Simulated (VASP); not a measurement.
Set up this calculation in VASP 6.6.1, as the native input.

- Task: single point
- Functional: PBE
- Potentials or basis: VASP PAW PBE potentials, release 64 (Mg, O)
- Cutoff: 520 eV
- k mesh: 9 × 9 × 4
- Occupations: gaussian, width 0.01 eV
- Spin: no spin polarisation
- Dipole correction: no
- Further INCAR settings: ALGO = Normal; EDIFF = 1e-06; NBANDS = 16

The structure of MgO lies in POSCAR:

```
MgO
1.0
    2.9230552965      0.0000000000      0.0000000000
   -1.4615276482      2.5314401434      0.0000000000
    0.0000000000      0.0000000000      5.0921016473
Mg O
2 2
Direct
    0.0000000000      0.0000000000      0.0000000000
    0.0000000000      0.0000000000      0.5000000000
    0.3333333333      0.6666666667      0.2500000000
    0.6666666667      0.3333333333      0.7500000000
```

These files were run (other wordings do the same):

INCAR

```
PREC     = Accurate       # precision mode
ENCUT    = 520            # plane-wave cutoff, eV
EDIFF    = 1E-6           # SCF threshold, eV
ISMEAR   = 0              # smearing method
SIGMA    = 0.01           # smearing width, eV
LREAL    = False          # projectors in reciprocal space
LASPH    = True           # aspherical terms in the spheres
NELM     = 60             # most SCF steps
ALGO     = Normal         # electronic algorithm
ISIF     = 2              # what is computed and relaxed
LWAVE    = False          # write WAVECAR
LCHARG   = False          # write CHGCAR
GGA      = PE             # functional
NBANDS   = 16             # bands
```

KPOINTS

```
Automatic mesh
0
Gamma
  9 9 4
```

Potentials or basis: VASP PAW PBE potentials, release 64 (Mg, O).

Launch:

```bash
$ cat potpaw_PBE.64/Mg/POTCAR potpaw_PBE.64/O/POTCAR > POTCAR
$ mpirun -np 1 vasp_std > vasp.out
```

Results of the run:

```json
{"Pressure": "5.0 GPa", "Band gap on the k mesh": "4.45 eV, direct"}
```

Wall time 14 s on 1 thread of Intel(R) Xeon(R) Platinum 8375C CPU @ 2.90GHz (Ice Lake), with other jobs on the host, peak memory 0.16 GiB.
